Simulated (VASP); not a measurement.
A run of VASP 6.6.1 is set up as follows.

File INCAR:

```
PREC = Accurate
ENCUT = 600
EDIFF = 1E-7
ISMEAR = 0
SIGMA = 0.02
LREAL = False
LASPH = True
NELM = 80
ALGO = Normal
ISIF = 3
LWAVE = False
LCHARG = False
GGA = PS
IBRION = 2
NSW = 100
EDIFFG = -0.002
```

The input KPOINTS:

```
regular mesh
0
Gamma
  10 10 10
```

POSCAR

```
MgO
1.0
    0.0000000000      2.1085000000      2.1085000000
    2.1085000000      0.0000000000      2.1085000000
    2.1085000000      2.1085000000      0.0000000000
Mg O
1 1
Direct
    0.0000000000      0.0000000000      0.0000000000
    0.5000000000      0.5000000000      0.5000000000
```

Potentials or basis: VASP PAW PBE potentials, release 64 (Mg, O).

Launch:

```sh
$ cat potpaw_PBE.64/Mg/POTCAR potpaw_PBE.64/O/POTCAR > POTCAR
$ mpirun -np 1 vasp_std > vasp.out
```

Task: Predict the relaxed volume.

Result: 9.31 Å³/atom.

Task: Estimate the band gap on the k mesh.

Result: 4.67 eV, direct.

Task: Estimate the relaxed cell.

Result: a = 2.975 Å, b = 2.975 Å, c = 2.975 Å, α = 60.00°, β = 60.00°, γ = 60.00°.

Final structure:
```cif
data_structure
_symmetry_space_group_name_H-M 'P 1'
_symmetry_Int_Tables_number 1
_cell_length_a 2.9754
_cell_length_b 2.9754
_cell_length_c 2.9754
_cell_angle_alpha 60.000
_cell_angle_beta 60.000
_cell_angle_gamma 60.000
_cell_volume 18.63
loop_
_atom_site_label
_atom_site_type_symbol
_atom_site_fract_x
_atom_site_fract_y
_atom_site_fract_z
_atom_site_occupancy
Mg1 Mg 0.00000 0.00000 0.00000 1
O1 O 0.50000 0.50000 0.50000 1
```

Caveat: the PAW data sets were made with another functional, which shifts forces and pressure a little. Expect the measured gap to be larger: semilocal functionals such as PBEsol lack the derivative discontinuity.
